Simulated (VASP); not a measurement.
Runs of VASP 6.6.1 on GaP. The structure is that of space group F-43m (No. 216), or close to it. The cells are those of the table. 

```tsv
task	level	cell	cutoff (eV)	gap on the mesh (eV)	pressure (GPa)	relaxed volume (Å³/atom)
relaxation of cell and atoms	PBE	relaxed from a = 3.854 Å, angles 60.0°, 2 atoms	600	(a)	0.1	20.87
single point	PBE	a = 3.893 Å, angles 60.0°, 2 atoms	520	(b)	0.0	-
relaxation of cell and atoms	r2SCAN+rVV10	relaxed from a = 3.854 Å, angles 60.0°, 2 atoms	600	1.83	0.0	20.05
single point	r2SCAN+rVV10	a = 3.844 Å, angles 60.0°, 2 atoms	520	1.84	-0.1	-
```

Alike in all rows: potentials or basis VASP PAW PBE potentials, release 64 (Ga_d, P); no spin polarisation; k mesh 6 × 6 × 6; smearing gaussian 0.01 eV.

Fill in the values left out.

(a) 1.57; (b) 1.58.

Caveats: the PAW data sets were made with another functional, which shifts forces and pressure a little (some runs).

A k mesh can miss the band edges, and the runs leave out spin-orbit coupling on Ga.
